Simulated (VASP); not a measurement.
# GaSb: single point with PBE

GaSb:

```xyz
2
Lattice="-2.8437 2.8437 1.4956 2.8437 -2.8437 1.4956 2.8437 2.8437 -1.4956" Properties=species:S:1:pos:R:3 pbc="T T T"
Ga    2.8437    0.0000    0.7478
Sb    0.0000    0.0000    0.0000
```

This cell differs from its parent crystal: ratio of the length along z to the lengths across it x 0.92, volume and fractional coordinates fixed.

- Program: VASP 6.6.1
- Task: single point
- Functional: PBE
- Potentials or basis: VASP PAW PBE potentials, release 64 (Ga_d, Sb)
- Cutoff: 520 eV
- k mesh: 24 × 24 × 24
- Occupations: gaussian, width 0.15 eV
- Spin: no spin polarisation

```
Pressure               : 0.2 GPa
Band gap on the k mesh : zero (bands 9 and 10 overlap by 4.37 eV)
```

Stress tensor (GPa, compression positive):
```
-1.44  0.00  0.00
 0.00 -1.44  0.00
 0.00  0.00  3.61
```

Levels at points of the mesh, in eV from the Fermi level:
```csv
k point,band 7,band 8,band 9,band 10,band 11,band 12
"(0.00, 0.00, 0.00)",-3.84,-2.22,-2.22,3.11,6.41,6.42
"(0.50, 0.00, 0.00)",-5.39,-2.59,-1.27,-1.06,2.55,3.10
"(0.50, 0.50, 0.00)",-8.09,-0.50,1.32,1.47,1.66,5.89
"(0.50, 0.50, 0.50)",-6.25,-5.02,-5.02,5.11,6.66,9.23
```

Wall time 25 min on 1 thread of Oxide Virtual Turin-like Processor (shared host), peak memory 0.86 GiB.

Caveat: the stress differs along the axes, from -1 to 4 GPa; spin-orbit coupling is left out, which moves the levels of the heavy elements.
